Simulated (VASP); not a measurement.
# Si16O (a cell with a defect) in VASP: molecular dynamics with PBEsol

Aim: the molecular dynamics of Si16O (a cell with a defect) with PBEsol.

Program: VASP 6.6.1. These are calculated values, not measurements. Logs are shortened: lines on timing, memory, paths and dates and some standing lists are left out, and cuts for length are marked.

### 1 The cell of the first run

The cell holds a defect, 17 atoms: a = 7.679 Å, b = 7.679 Å, c = 7.679 Å, α = 60.00°, β = 60.00°, γ = 60.00°.

### 2 Molecular dynamics, PBEsol, collinear spin, zero start

Contents of INCAR:

```
SYSTEM = Si16O
PREC = Accurate ; ENCUT = 520
EDIFF = 1E-5 ; ISMEAR = -1
SIGMA = 0.05 ; LREAL = Auto
LASPH = .True. ; NELM = 150
ALGO = Normal ; ISIF = 2
LWAVE = .False. ; LCHARG = .False.
ISPIN = 2 ; MAGMOM = 0 0 0 0 0 0 0 0 0 0 0 0 0 0 0 0 0
LORBIT = 11 ; GGA = PS
NBANDS = 53 ; IBRION = 0
NSW = 40 ; POTIM = 1.0
TEBEG = 1800.0 ; TEEND = 1800.0
ISYM = 0 ; NELMIN = 4
RANDOM_SEED = 187160 0 0 ; MDALGO = 1
ANDERSEN_PROB = 0.0 ; KPAR = 2
NCORE = 2
```

Contents of KPOINTS:

```
Automatic mesh
0
Gamma
  2 2 2
  0 0 0
```

Contents of POSCAR:

```
Si16O
1.0
    0.0000000000      5.4300000000      5.4300000000
    5.4300000000      0.0000000000      5.4300000000
    5.4300000000      5.4300000000      0.0000000000
Si O
16 1
Direct
    0.0028989300     -0.0011886400      0.0018518100
    0.1140251100      0.1793835900      0.0846154500
   -0.0149987600      0.0481100200      0.4556355400
    0.1422523000      0.0721046900      0.6306755000
   -0.0175366400      0.5510595000     -0.0283156000
    0.1231710100      0.6232543200      0.1298957500
    0.0123880600      0.4442810100      0.5045509900
    0.1387522600      0.5794016000      0.6145750500
    0.4870003700      0.0165834100     -0.0016982400
    0.6280403700      0.1251510500      0.1226456300
    0.5159800600     -0.0157418700      0.4968955200
    0.6198295300      0.1285106400      0.6247722500
    0.4981767700      0.4995568000      0.0003397400
    0.6088475200      0.6412218900      0.1219717000
    0.5040643800      0.4982720300      0.4976169900
    0.6388857500      0.6086172900      0.6261985400
    0.0572516700      0.8131989600      0.4366827600
```

Potentials or basis: VASP PAW PBE potentials, release 64 (Si, O).

Launch:

```bash
$ cat potpaw_PBE.64/Si/POTCAR potpaw_PBE.64/O/POTCAR > POTCAR
$ mpirun -np 4 vasp_std > vasp.out
```

OUTCAR:

```text
SYSTEM = Si16O
   PREC = Accurate
   ENCUT = 520
   EDIFF = 1E-5
   ISMEAR = -1
   LREAL = Auto
   LASPH = .True.
   NELM = 150
   ISIF = 2
   ISPIN = 2
   LORBIT = 11
   GGA = PS
   IBRION = 0
   NSW = 40
   POTIM = 1.0
   TEBEG = 1800.0
   ISYM = 0
   NELMIN = 4

 ion  position               nearest neighbor table
   1  0.003  0.999  0.002-  10 2.35   4 2.35   6 2.35   2 2.38
   2  0.114  0.179  0.085-   3 2.33   5 2.33   9 2.36   1 2.38
   3  0.985  0.048  0.456-  17 1.66  12 2.32   4 2.32   2 2.33   8 2.94
   4  0.142  0.072  0.631-   3 2.32   7 2.33   1 2.35  11 2.36
   5  0.982  0.551  0.972-   8 2.32   2 2.33   6 2.35  14 2.35
   6  0.123  0.623  0.130-  13 2.35   5 2.35   1 2.35   7 2.38
   7  0.012  0.444  0.505-   8 2.33   4 2.33  16 2.36   6 2.38
   8  0.139  0.579  0.615-  17 1.66  15 2.31   5 2.32   7 2.33   3 2.94
   9  0.487  0.017  0.998-  12 2.34  10 2.35  14 2.35   2 2.36
  10  0.628  0.125  0.123-  13 2.35   9 2.35  11 2.35   1 2.35
  11  0.516  0.984  0.497-  10 2.35  16 2.36   4 2.36  12 2.36
  12  0.620  0.129  0.625-   3 2.32  15 2.32   9 2.34  11 2.36
  13  0.498  0.500  0.000-  10 2.35  14 2.35  16 2.35   6 2.35
  14  0.609  0.641  0.122-  13 2.35   9 2.35   5 2.35  15 2.36
  15  0.504  0.498  0.498-   8 2.31  12 2.32  16 2.35  14 2.36
  16  0.639  0.609  0.626-  15 2.35  13 2.35  11 2.36   7 2.36
  17  0.057  0.813  0.437-   8 1.66   3 1.66

IMPORTANT INFORMATION: All symmetrisations will be switched off!
NOSYMM: (Re-)initialisation of all symmetry stuff for point group C_1.

----------------------------------------------------------------------------------------

                                     Primitive cell

  volume of cell :     320.2060

  direct lattice vectors                    reciprocal lattice vectors
     0.000000000  5.430000000  5.430000000    -0.092081031  0.092081031  0.092081031
     5.430000000  0.000000000  5.430000000     0.092081031 -0.092081031  0.092081031
     5.430000000  5.430000000  0.000000000     0.092081031  0.092081031 -0.092081031

  length of vectors
     7.679179644  7.679179644  7.679179644     0.159489025  0.159489025  0.159489025

  position of ions in fractional coordinates (direct lattice)
     0.002898930  0.998811360  0.001851810
     0.114025110  0.179383590  0.084615450
     0.985001240  0.048110020  0.455635540
     0.142252300  0.072104690  0.630675500
     0.982463360  0.551059500  0.971684400
     0.123171010  0.623254320  0.129895750
[... 9 lines left out ...]
     0.638885750  0.608617290  0.626198540
     0.057251670  0.813198960  0.436682760

  ion indices of the primitive-cell ions
   primitive index   ion index
                 1           1
                 2           2
                 3           3
                 4           4
                 5           5
                 6           6
[... 9 lines left out ...]
                16          16
                17          17

----------------------------------------------------------------------------------------

 KPOINTS: Automatic mesh

Automatic generation of k-mesh.
 Grid dimensions read from file:
 generate k-points for:    2    2    2

 Generating k-lattice:

  Cartesian coordinates                     Fractional coordinates (reciprocal lattice)
    -0.046040516  0.046040516  0.046040516     0.500000000  0.000000000  0.000000000
     0.046040516 -0.046040516  0.046040516     0.000000000  0.500000000  0.000000000
     0.046040516  0.046040516 -0.046040516     0.000000000  0.000000000  0.500000000

  Length of vectors
     0.079744512  0.079744512  0.079744512

  Shift w.r.t. Gamma in fractional coordinates (k-lattice)
     0.000000000  0.000000000  0.000000000

 Subroutine IBZKPT returns following result:
 ===========================================

 Found      8 irreducible k-points:

 Following reciprocal coordinates:
            Coordinates               Weight
  0.000000  0.000000  0.000000      1.000000
  0.500000  0.000000  0.000000      1.000000
  0.000000  0.500000  0.000000      1.000000
  0.000000  0.000000  0.500000      1.000000
[... 23 lines left out ...]
   LREAL  =      T    real-space projection
   EDIFFG = 0.1E-03   stopping-criterion for IOM
   NSW    =     40    number of steps for IOM
   IBRION =      0    ionic relax: 0-MD 1-quasi-New 2-CG
   NFREE  =      0    steps in history (QN), initial steepest desc. (CG)
   ISIF   =      2    stress and relaxation
   ISYM   =      0    0-nonsym 1-usesym 2-fastsym
   POTIM  = 1.0000    time-step for ionic-motion
   TEBEG  = 1800.0;   TEEND  =1800.0 temperature during run
   PSTRESS=    0.0 pullay stress
   NELECT =      70.0000    total number of electrons
   NUPDOWN=      -1.0000    fix difference up-down
   EMIN   =  10.00;   EMAX   =-10.00  energy-range for DOS
   EFERMI =   0.00;   METHOD = LEGACY
   ISMEAR =    -1;   SIGMA  =   0.05  broadening in eV -4-tet -1-fermi 0-gaus
   EFERMI_NEDOS =   21; number of points for ismear=-14 and -15
   IALGO  =     38    algorithm
   IMIX   =      4    mixing-type and parameters
     AMIX     =   0.40;   BMIX     =  1.00
     AMIX_MAG =   1.60;   BMIX_MAG =  1.00
  volume/ion in A,a.u.               =      18.84       127.11
  Fermi-wavevector in a.u.,A,eV,Ry     =   0.986199  1.863645 13.232857  0.972588
  Thomas-Fermi vector in A             =   2.117562
   LORBIT       =     11    0 simple, 1 ext, 2 COOP (PROOUT), +10 PAW based schemes
   GGA     = PS    functional components
   LHFCALC =     F    Hartree Fock is set to
   AEXX    =    0.0000 exact exchange contribution
   IVDW    =     0    specifies the selected vdW correction
   LEPSILON=     F    determine dielectric tensor
   LRPA    =     F    only Hartree local field effects (RPA)
 molecular dynamics for ions
 spin polarized calculation
  energy-cutoff  :      520.00
  volume of cell :      320.21
 maximum number of plane-waves:      8646
 NGX is ok and might be reduce to    60
   NGX = 29   NGY = 29   NGZ = 29

--------------------------------------- Ionic step        1  -------------------------------------------

 number of electron      70.0000000 magnetization      -0.0000019

 number of electron      70.0000000 magnetization       0.0000002

 Free energy of the ion-electron system (eV)
  ---------------------------------------------------
  ext. energy  EPLUGINS =         0.00000000
  ---------------------------------------------------
  free energy    TOTEN  =       -98.31857015 eV

  energy without entropy =      -98.31539503  energy(sigma->0) =      -98.31698259

------------------------ aborting loop because EDIFF is reached ----------------------------------------

  FORCE on cell =-STRESS in cart. coord.  units (eV):
  Direction    XX          YY          ZZ          XY          YZ          ZX
  --------------------------------------------------------------------------------------
  -------------------------------------------------------------------------------------
  Total        4.7148149      4.6045606      5.3494526     -2.8533601     -2.2546152      2.0929297
  in kB       23.5909670     23.0393006     26.7664292    -14.2770239    -11.2811538     10.4721472
  external PRESSURE =      24.4655656 kB  Pullay stress =       0.0000000 kB
[... 164 lines left out ...]
  ENERGY OF THE ELECTRON-ION-THERMOSTAT SYSTEM (eV)
  ---------------------------------------------------
% ion-electron   TOTEN  =       -98.212729  see above
  kinetic energy EKIN   =         3.618742
  kin. lattice  EKIN_LAT=         0.000000  (temperature 1749.73 K)
  nose potential ES     =         0.000000
  nose kinetic   EPS    =         0.000000
  ---------------------------------------------------
  total energy   ETOTAL =       -94.593987 eV

[... ionic steps 4 to 37 ...]

--------------------------------------- Ionic step       38  -------------------------------------------

 number of electron      69.9999999 magnetization      -0.0000001

 number of electron      69.9999999 magnetization       0.0000001
[... 121 lines left out ...]
 number of electron      70.0000000 magnetization       0.0000002

 number of electron      70.0000000 magnetization      -0.0000000

 Free energy of the ion-electron system (eV)
  ---------------------------------------------------
  ext. energy  EPLUGINS =         0.00000000
  ---------------------------------------------------
  free energy    TOTEN  =       -97.14333664 eV

  energy without entropy =      -97.13453459  energy(sigma->0) =      -97.13893561

 E-fermi :   6.0681     XC(G=0):  -9.7216

 val. band max:        5.9479402006   @ k =   0.0000   0.0000   0.0000
 cond. band min:       6.1920732940   @ k =   0.0000   0.0000   0.0000
 fundamental gap:      0.2441330934
 Fermi energy:         6.0681163931

 spin component 1

 k-point     1 :       0.0000    0.0000    0.0000
  band No.  band energies     occupation
      1     -14.9709      1.00000
      2      -5.8641      1.00000
      3      -4.6007      1.00000
      4      -3.7097      1.00000
      5      -3.6558      1.00000
      6      -3.2554      1.00000
[... 389 lines left out ...]
     46       9.8527      0.00000
     47      10.0714      0.00000
 Fermi energy:         6.0681163931

 spin component 2

 k-point     1 :       0.0000    0.0000    0.0000
  band No.  band energies     occupation
      1     -14.9709      1.00000
      2      -5.8641      1.00000
      3      -4.6007      1.00000
      4      -3.7097      1.00000
      5      -3.6558      1.00000
      6      -3.2554      1.00000
[... 389 lines left out ...]
     46       9.8527      0.00000
     47      10.0714      0.00000
 [bands above 47 left out]

------------------------ aborting loop because EDIFF is reached ----------------------------------------

  FORCE on cell =-STRESS in cart. coord.  units (eV):
  Direction    XX          YY          ZZ          XY          YZ          ZX
  --------------------------------------------------------------------------------------
  -------------------------------------------------------------------------------------
  Total        0.3759373      1.8705024      4.7883877     -3.5866486     -0.7223080      3.6496256
  in kB        1.8810332      9.3592136     23.9590948    -17.9460938     -3.6141279     18.2612041
  external PRESSURE =      11.7331139 kB  Pullay stress =       0.0000000 kB
[... 38 lines left out ...]
  ENERGY OF THE ELECTRON-ION-THERMOSTAT SYSTEM (eV)
  ---------------------------------------------------
% ion-electron   TOTEN  =       -97.143337  see above
  kinetic energy EKIN   =         2.550522
  kin. lattice  EKIN_LAT=         0.000000  (temperature 1233.22 K)
  nose potential ES     =         0.000000
  nose kinetic   EPS    =         0.000000
  ---------------------------------------------------
  total energy   ETOTAL =       -94.592815 eV

 total charge

# of ion       s       p       d       tot
------------------------------------------
    1        0.752   0.896   0.000   1.648
    2        0.757   0.902   0.000   1.660
    3        0.749   0.902   0.000   1.650
    4        0.751   0.912   0.000   1.663
    5        0.757   0.912   0.000   1.669
    6        0.751   0.892   0.000   1.642
[... 9 lines left out ...]
   16        0.747   0.931   0.000   1.677
   17        1.574   3.623   0.000   5.197
--------------------------------------------------
tot         13.569  18.475   0.000  32.044

 magnetization (x)

# of ion       s       p       d       tot
------------------------------------------
    1        0.000   0.000   0.000   0.000
    2       -0.000  -0.000   0.000  -0.000
    3       -0.000  -0.000   0.000  -0.000
    4       -0.000  -0.000   0.000  -0.000
    5        0.000   0.000   0.000   0.000
    6        0.000   0.000   0.000   0.000
[... 9 lines left out ...]
   16        0.000   0.000   0.000   0.000
   17        0.000  -0.000   0.000  -0.000
--------------------------------------------------
tot          0.000   0.000   0.000   0.000
```

Wall time 38 min (4 MPI ranks of Oxide Virtual Turin-like, shared host); peak memory 0.58 GiB.

What came out:

- Valence electrons inside the program's atomic spheres: Si 1.65, 1.66, 1.67, 1.64, 1.72, 1.71, 1.69, 1.70, 1.73, 1.68 (each value once); O 5.20

Step by step:
| step | potential energy change (eV) | largest force (eV/Å) | pressure (GPa) | volume (Å³) | temperature (K) |
| --- | --- | --- | --- | --- | --- |
| 1 | 0.0000 | 0.0972 | 2.45 | 320.21 | 1800 |
| 2 | 0.0262 | 0.7262 | 2.27 | 320.21 | 1788 |
| 3 | 0.1058 | 1.3468 | 2.21 | 320.21 | 1750 |
| 4 | 0.2326 | 1.9238 | 2.17 | 320.21 | 1689 |
| 5 | 0.3990 | 2.4272 | 2.15 | 320.21 | 1609 |
| 6 | 0.5964 | 2.8624 | 2.19 | 320.21 | 1513 |
| 7 | 0.8161 | 3.2477 | 2.24 | 320.21 | 1407 |
| 8 | 1.0493 | 3.5793 | 2.31 | 320.21 | 1295 |
| 9 | 1.2874 | 3.8665 | 2.37 | 320.21 | 1180 |
| 10 | 1.5227 | 4.1067 | 2.42 | 320.21 | 1066 |
| 11 | 1.7476 | 4.3049 | 2.48 | 320.21 | 958 |
| 12 | 1.9558 | 4.4577 | 2.51 | 320.21 | 857 |
| 13 | 2.1415 | 4.5665 | 2.53 | 320.21 | 768 |
| 14 | 2.3003 | 4.6306 | 2.53 | 320.21 | 691 |
| 15 | 2.4287 | 4.6464 | 2.51 | 320.21 | 629 |
| 16 | 2.5245 | 4.6172 | 2.46 | 320.21 | 583 |
| 17 | 2.5868 | 4.5463 | 2.40 | 320.21 | 553 |
| 18 | 2.6159 | 4.4317 | 2.32 | 320.21 | 539 |
| 19 | 2.6135 | 4.2778 | 2.23 | 320.21 | 540 |
| 20 | 2.5822 | 4.0825 | 2.12 | 320.21 | 555 |
| 21 | 2.5259 | 3.8474 | 2.01 | 320.21 | 582 |
| 22 | 2.4491 | 3.5725 | 1.90 | 320.21 | 619 |
| 23 | 2.3569 | 3.2577 | 1.80 | 320.21 | 663 |
| 24 | 2.2549 | 3.1123 | 1.71 | 320.21 | 712 |
| 25 | 2.1489 | 3.0608 | 1.64 | 320.21 | 763 |
| 26 | 2.0444 | 3.0247 | 1.58 | 320.21 | 814 |
| 27 | 1.9461 | 2.9998 | 1.55 | 320.21 | 861 |
| 28 | 1.8580 | 2.9850 | 1.54 | 320.21 | 904 |
| 29 | 1.7822 | 2.9720 | 1.55 | 320.21 | 940 |
| 30 | 1.7187 | 3.5115 | 1.58 | 320.21 | 971 |
| 31 | 1.6654 | 4.0872 | 1.61 | 320.21 | 997 |
| 32 | 1.6179 | 4.5953 | 1.64 | 320.21 | 1020 |
| 33 | 1.5706 | 4.9801 | 1.65 | 320.21 | 1043 |
| 34 | 1.5184 | 5.1778 | 1.64 | 320.21 | 1068 |
| 35 | 1.4582 | 5.1527 | 1.60 | 320.21 | 1097 |
| 36 | 1.3905 | 4.8804 | 1.54 | 320.21 | 1130 |
| 37 | 1.3198 | 4.3708 | 1.45 | 320.21 | 1164 |
| 38 | 1.2541 | 3.6592 | 1.36 | 320.21 | 1196 |
| 39 | 1.2028 | 3.0932 | 1.26 | 320.21 | 1220 |
| 40 | 1.1752 | 2.6445 | 1.17 | 320.21 | 1233 |

Caveat: the k points lie up to 0.50 Å⁻¹ apart; the PAW data sets were made with another functional, which shifts forces and pressure a little.
